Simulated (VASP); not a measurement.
# Ti2H (Pn-3m) in VASP: single point with PBEsol

Aim: the single point of Ti2H with PBEsol.

Everything below comes from runs of VASP 6.6.1. Logs are shortened: lines on timing, memory, paths and dates and some standing lists are left out, and cuts for length are marked.

## 1. The cell of the first run

Symmetry: Pn-3m, No. 224, cubic system. The conventional cell has a = 4.229 Å, b = 4.229 Å, c = 4.229 Å, α = 90.00°, β = 90.00°, γ = 90.00°. Ti (site symmetry -3m) has 2 H at 1.83 Å within 2.4 Å. H (site symmetry -43m) has 4 Ti at 1.83 Å within 2.4 Å.

## 2. Single point, PBEsol

Contents of INCAR:

```
PREC = Accurate
ENCUT = 520
EDIFF = 1E-6
ISMEAR = -1
SIGMA = 0.05
LREAL = F
LASPH = T
NELM = 60
ALGO = Normal
ISIF = 2
LWAVE = F
LCHARG = F
GGA = PS
NBANDS = 34
```

Contents of KPOINTS:

```
regular mesh
0
Gamma
  6 6 6
```

Contents of POSCAR:

```
Ti2H
1.0
    4.2291993700      0.0000000000      0.0000000000
    0.0000000000      4.2291993700      0.0000000000
    0.0000000000      0.0000000000      4.2291993700
Ti H
4 2
Direct
    0.2500000000      0.7500000000      0.2500000000
    0.7500000000      0.2500000000      0.2500000000
    0.2500000000      0.2500000000      0.7500000000
    0.7500000000      0.7500000000      0.7500000000
    0.0000000000      0.0000000000      0.0000000000
    0.5000000000      0.5000000000      0.5000000000
```

Potentials or basis: VASP PAW PBE potentials, release 64 (Ti_sv, H).

Started as:

```console
> cat potpaw_PBE.64/Ti_sv/POTCAR potpaw_PBE.64/H/POTCAR > POTCAR
> mpirun -np 1 vasp_std > vasp.out
```

OUTCAR:

```text
PREC = Accurate
   ENCUT = 520
   EDIFF = 1E-6
   ISMEAR = -1
   LREAL = F
   LASPH = T
   NELM = 60
   ISIF = 2
   GGA = PS

 ion  position               nearest neighbor table
   1  0.250  0.750  0.250-   5 1.83   6 1.83
   2  0.750  0.250  0.250-   5 1.83   6 1.83
   3  0.250  0.250  0.750-   5 1.83   6 1.83
   4  0.750  0.750  0.750-   5 1.83   6 1.83
   5  0.000  0.000  0.000-   1 1.83   2 1.83   3 1.83   4 1.83
   6  0.500  0.500  0.500-   1 1.83   2 1.83   3 1.83   4 1.83

  LATTYP: Found a simple cubic cell.
 ALAT       =     4.2291993700

  Lattice vectors:

 A1 = (   4.2291993700,   0.0000000000,   0.0000000000)
 A2 = (   0.0000000000,   4.2291993700,   0.0000000000)
 A3 = (   0.0000000000,   0.0000000000,   4.2291993700)

Analysis of symmetry for initial positions (statically):
=====================================================================
 Subroutine PRICEL returns:
 Original cell was already a primitive cell.

 Routine SETGRP: Setting up the symmetry group for a
 simple cubic supercell.

 Subroutine GETGRP returns: Found 48 space group operations
 (whereof 24 operations were pure point group operations)
 out of a pool of 48 trial point group operations.

The static configuration has the point symmetry T_d .
 The point group associated with its full space group is O_h .

Analysis of symmetry for dynamics (positions and initial velocities):
=====================================================================
 Subroutine PRICEL returns:
 Original cell was already a primitive cell.

 Routine SETGRP: Setting up the symmetry group for a
 simple cubic supercell.

 Subroutine GETGRP returns: Found 48 space group operations
 (whereof 24 operations were pure point group operations)
 out of a pool of 48 trial point group operations.

The dynamic configuration has the point symmetry T_d .
 The point group associated with its full space group is O_h .

 Subroutine INISYM returns: Found 48 space group operations
 (whereof 24 operations are pure point group operations),
 and found     1 'primitive' translations

----------------------------------------------------------------------------------------

                                     Primitive cell

  volume of cell :      75.6440

  direct lattice vectors                    reciprocal lattice vectors
     4.229199370  0.000000000  0.000000000     0.236451374  0.000000000  0.000000000
     0.000000000  4.229199370  0.000000000     0.000000000  0.236451374  0.000000000
     0.000000000  0.000000000  4.229199370     0.000000000  0.000000000  0.236451374

  length of vectors
     4.229199370  4.229199370  4.229199370     0.236451374  0.236451374  0.236451374

  position of ions in fractional coordinates (direct lattice)
     0.250000000  0.750000000  0.250000000
     0.750000000  0.250000000  0.250000000
     0.250000000  0.250000000  0.750000000
     0.750000000  0.750000000  0.750000000
     0.000000000  0.000000000  0.000000000
     0.500000000  0.500000000  0.500000000

  ion indices of the primitive-cell ions
   primitive index   ion index
                 1           1
                 2           2
                 3           3
                 4           4
                 5           5
                 6           6

----------------------------------------------------------------------------------------

 KPOINTS: regular mesh

Automatic generation of k-mesh.
 Grid dimensions read from file:
 generate k-points for:    6    6    6

 Generating k-lattice:

  Cartesian coordinates                     Fractional coordinates (reciprocal lattice)
     0.039408562  0.000000000  0.000000000     0.166666667  0.000000000  0.000000000
     0.000000000  0.039408562  0.000000000     0.000000000  0.166666667  0.000000000
     0.000000000  0.000000000  0.039408562     0.000000000  0.000000000  0.166666667

  Length of vectors
     0.039408562  0.039408562  0.039408562

  Shift w.r.t. Gamma in fractional coordinates (k-lattice)
     0.000000000  0.000000000  0.000000000

 Subroutine IBZKPT returns following result:
 ===========================================

 Found     20 irreducible k-points:

 Following reciprocal coordinates:
            Coordinates               Weight
  0.000000  0.000000  0.000000      1.000000
  0.166667  0.000000  0.000000      6.000000
  0.333333  0.000000  0.000000      6.000000
  0.500000  0.000000  0.000000      3.000000
  0.166667  0.166667  0.000000     12.000000
  0.333333  0.166667  0.000000     24.000000
[... 12 lines left out ...]
  0.500000  0.500000  0.333333      6.000000
  0.500000  0.500000  0.500000      1.000000
   k-points           NKPTS =     20   k-points in BZ     NKDIM =     20   number of bands    NBANDS=     34
   number of dos      NEDOS =    301   number of ions     NIONS =      6
   total plane-waves  NPLWV =  32768
   dimension x,y,z NGX =    32 NGY =   32 NGZ =   32
   dimension x,y,z NGXF=    64 NGYF=   64 NGZF=   64
   ions per type =               4   2
   NGX,Y,Z   is equivalent  to a cutoff of  12.58, 12.58, 12.58 a.u.
   NGXF,Y,Z  is equivalent  to a cutoff of  25.16, 25.16, 25.16 a.u.
 SYSTEM =  unknown system
   PREC   = accura    normal or accurate (medium, high low for compatibility)
   ISTART =      0    job   : 0-new  1-cont  2-samecut
   ICHARG =      2    charge: 1-file 2-atom 10-const
   ISPIN  =      1    spin polarized calculation?
   LNONCOLLINEAR =      F non collinear calculations
   LSORBIT =      F    spin-orbit coupling
   LASPH  =      T    aspherical Exc in radial PAW
   ENCUT  =  520.0 eV  38.22 Ry    6.18 a.u.   7.86  7.86  7.86*2*pi/ulx,y,z
   NELM   =     60;   NELMIN=  2; NELMDL= -5     # of ELM steps
   EDIFF  = 0.1E-05   stopping-criterion for ELM
   LREAL  =      F    real-space projection
   EDIFFG = 0.1E-04   stopping-criterion for IOM
   NSW    =      0    number of steps for IOM
   IBRION =     -1    ionic relax: 0-MD 1-quasi-New 2-CG
   NFREE  =      0    steps in history (QN), initial steepest desc. (CG)
   ISIF   =      2    stress and relaxation
   ISYM   =      2    0-nonsym 1-usesym 2-fastsym
   POTIM  = 0.5000    time-step for ionic-motion
   TEBEG  =    0.0;   TEEND  =   0.0 temperature during run
   PSTRESS=    0.0 pullay stress
   NELECT =      50.0000    total number of electrons
   NUPDOWN=      -1.0000    fix difference up-down
   EMIN   =  10.00;   EMAX   =-10.00  energy-range for DOS
   EFERMI =   0.00;   METHOD = LEGACY
   ISMEAR =    -1;   SIGMA  =   0.05  broadening in eV -4-tet -1-fermi 0-gaus
   EFERMI_NEDOS =   21; number of points for ismear=-14 and -15
   IALGO  =     38    algorithm
   IMIX   =      4    mixing-type and parameters
     AMIX     =   0.40;   BMIX     =  1.00
     AMIX_MAG =   1.60;   BMIX_MAG =  1.00
  volume/ion in A,a.u.               =      12.61        85.08
  Fermi-wavevector in a.u.,A,eV,Ry     =   1.426067  2.694876 27.669730  2.033668
  Thomas-Fermi vector in A             =   2.546384
   LORBIT       =      0    0 simple, 1 ext, 2 COOP (PROOUT), +10 PAW based schemes
   GGA     = PS    functional components
   LHFCALC =     F    Hartree Fock is set to
   AEXX    =    0.0000 exact exchange contribution
   IVDW    =     0    specifies the selected vdW correction
   LEPSILON=     F    determine dielectric tensor
   LRPA    =     F    only Hartree local field effects (RPA)
 non-spin polarized calculation
  energy-cutoff  :      520.00
  volume of cell :       75.64
 maximum number of plane-waves:      2054
 NGX is ok and might be reduce to    32
   NGX = 15   NGY = 15   NGZ = 15

 number of electron      49.9999984 magnetization

 Free energy of the ion-electron system (eV)
  ---------------------------------------------------
  ext. energy  EPLUGINS =         0.00000000
  ---------------------------------------------------
  free energy    TOTEN  =       -41.33346078 eV

  energy without entropy =      -41.28310466  energy(sigma->0) =      -41.30828272

 E-fermi :   7.5766     XC(G=0): -11.5293

 val. band max:        7.5721703425   @ k =   0.3333   0.3333   0.0000
 cond. band min:       7.5811431896   @ k =   0.5000   0.3333   0.3333
 fundamental gap:      0.0089728471
 Fermi energy:         7.5765528371

 k-point     1 :       0.0000    0.0000    0.0000
  band No.  band energies     occupation
      1     -49.0854      2.00000
      2     -48.9640      2.00000
      3     -48.9640      2.00000
      4     -48.9640      2.00000
      5     -25.7717      2.00000
      6     -25.5774      2.00000
[... 26 lines left out ...]
     33      10.7297      0.00000
     34      10.8233      0.00000

 k-point     2 :       0.1667    0.0000    0.0000
  band No.  band energies     occupation
      1     -49.0773      2.00000
      2     -48.9722      2.00000
      3     -48.9640      2.00000
      4     -48.9640      2.00000
      5     -25.7433      2.00000
      6     -25.5578      2.00000
[... 26 lines left out ...]
     33      10.4353      0.00000
     34      10.6143      0.00000

 k-point     3 :       0.3333    0.0000    0.0000
  band No.  band energies     occupation
      1     -49.0552      2.00000
      2     -48.9945      2.00000
      3     -48.9639      2.00000
      4     -48.9639      2.00000
      5     -25.6662      2.00000
      6     -25.5040      2.00000
[... 26 lines left out ...]
     33       9.9804      0.00000
     34       9.9814      0.00000

 k-point     4 :       0.5000    0.0000    0.0000
  band No.  band energies     occupation
      1     -49.0248      2.00000
      2     -49.0248      2.00000
      3     -48.9638      2.00000
      4     -48.9638      2.00000
      5     -25.5629      2.00000
      6     -25.5629      2.00000
[... 26 lines left out ...]
     33       9.4458      0.00000
     34       9.4458      0.00000

 k-point     5 :       0.1667    0.1667    0.0000
  band No.  band energies     occupation
      1     -49.0698      2.00000
      2     -48.9720      2.00000
      3     -48.9712      2.00000
      4     -48.9645      2.00000
      5     -25.7198      2.00000
      6     -25.5385      2.00000
[... 473 lines left out ...]
 k-point    18 :       0.5000    0.3333    0.3333
  band No.  band energies     occupation
      1     -49.0031      2.00000
      2     -49.0005      2.00000
      3     -48.9870      2.00000
      4     -48.9853      2.00000
      5     -25.7475      2.00000
      6     -25.5951      2.00000
[... 26 lines left out ...]
     33      10.3854      0.00000
     34      10.4435      0.00000

 k-point    19 :       0.5000    0.5000    0.3333
  band No.  band energies     occupation
      1     -48.9979      2.00000
      2     -48.9929      2.00000
      3     -48.9925      2.00000
      4     -48.9925      2.00000
      5     -25.7740      2.00000
      6     -25.6079      2.00000
[... 26 lines left out ...]
     33      10.4341      0.00000
     34      10.4957      0.00000

 k-point    20 :       0.5000    0.5000    0.5000
  band No.  band energies     occupation
      1     -48.9982      2.00000
      2     -48.9924      2.00000
      3     -48.9924      2.00000
      4     -48.9924      2.00000
      5     -25.8058      2.00000
      6     -25.6299      2.00000
[... 26 lines left out ...]
     33      10.6254      0.00000
     34      10.6485      0.00000

------------------------ aborting loop because EDIFF is reached ----------------------------------------

  FORCE on cell =-STRESS in cart. coord.  units (eV):
  Direction    XX          YY          ZZ          XY          YZ          ZX
  --------------------------------------------------------------------------------------
  -------------------------------------------------------------------------------------
  Total       -1.7559827     -1.7559827     -1.7559827      0.0000000      0.0000000      0.0000000
  in kB      -37.1925821    -37.1925821    -37.1925821      0.0000000      0.0000000      0.0000000
  external PRESSURE =     -37.1925821 kB  Pullay stress =       0.0000000 kB

 VOLUME and BASIS-vectors are now :
 -----------------------------------------------------------------------------
  energy-cutoff  :      520.00
  volume of cell :       75.64
      direct lattice vectors                 reciprocal lattice vectors
     4.229199370  0.000000000  0.000000000     0.236451374  0.000000000  0.000000000
     0.000000000  4.229199370  0.000000000     0.000000000  0.236451374  0.000000000
     0.000000000  0.000000000  4.229199370     0.000000000  0.000000000  0.236451374

 POSITION                                       TOTAL-FORCE (eV/Angst)
 -----------------------------------------------------------------------------------
      1.05730      3.17190      1.05730         0.000000      0.000000     -0.000000
      3.17190      1.05730      1.05730        -0.000000     -0.000000      0.000000
      1.05730      1.05730      3.17190        -0.000000      0.000000     -0.000000
      3.17190      3.17190      3.17190         0.000000     -0.000000      0.000000
      0.00000      0.00000      0.00000        -0.000000     -0.000000      0.000000
      2.11460      2.11460      2.11460        -0.000000     -0.000000      0.000000
 -----------------------------------------------------------------------------------
    total drift:                                0.000000      0.000000     -0.000000

  FREE ENERGIE OF THE ION-ELECTRON SYSTEM (eV)
  ---------------------------------------------------
  free  energy   TOTEN  =       -41.3334607785 eV

  energy  without entropy=      -41.2831046563  energy(sigma->0) =      -41.30828272
```

Run time: 31 s. Hardware: 1 thread of Intel Xeon Platinum 8488C (Sapphire Rapids), shared host; peak memory 0.19 GiB.

Results:

* Free energy: -41.3335 eV
* Pressure: -3.7 GPa
* Band gap on the k mesh: zero (band 25 reaches 8.15 eV, above the bottom of band 26 at 7.12 eV)

Levels at points of the mesh, in eV from the Fermi level:
```
           k point  band 21  band 22  band 23  band 24  band 25  band 26  band 27  band 28  band 29  band 30
(0.00, 0.00, 0.00)    -2.55    -2.55    -1.54    -1.54     0.57     0.57     0.57     2.18     2.18     2.47
(0.50, 0.00, 0.00)    -1.56    -1.56    -0.55    -0.55    -0.39    -0.39     0.88     0.88     1.40     1.40
(0.50, 0.50, 0.00)    -0.99    -0.99    -0.39    -0.39    -0.26    -0.26    -0.06    -0.06     1.39     1.39
(0.50, 0.50, 0.50)    -2.48     0.28     0.28     0.28     0.32     0.32     0.32     0.57     0.57     0.71
```

Caveat: the PAW data sets were made with another functional, which shifts forces and pressure a little.
